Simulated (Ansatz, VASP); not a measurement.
**Se in VASP and in Ansatz**

```
Se
1.0
     3.46652    0.00000    0.00000
    -1.73326    3.00209    0.00000
     0.00000    0.00000   10.51276
Se
4
Direct
  0.33333 0.66667 0.14620
  0.66667 0.33333 0.64620
  0.33333 0.66667 0.35380
  0.66667 0.33333 0.85380
```

Alike in both runs: task relaxation of cell and atoms; functional PBE; k mesh 15 × 15 × 6; occupations gaussian, width 0.1 eV; no spin polarisation.

|  | VASP | Ansatz |
| --- | --- | --- |
| version | VASP 6.6.1 | Ansatz 0.2.0 |
| potentials or method | VASP PAW PBE potentials, release 64 (Se), cutoff 600 eV | scalar-relativistic, plane waves, PAW |
| valence electrons in the cell | 24 | 64 |

```tsv
	VASP	Ansatz	Ansatz less VASP
gap on the k mesh at the Fermi level, each at its own relaxed structure (eV)	none	none	-
relaxed volume (Å³/atom)	28.46	28.50	+0.044
relaxed length of the cell vector where the two differ most in proportion (Å)	11.034	11.074	+0.0394
```

A gap of «none» marks a metal or a gap that the smearing closes. VASP's potentials hold 24 valence electrons a cell and Ansatz's 64, so a difference there can come from the potentials and not from the codes.
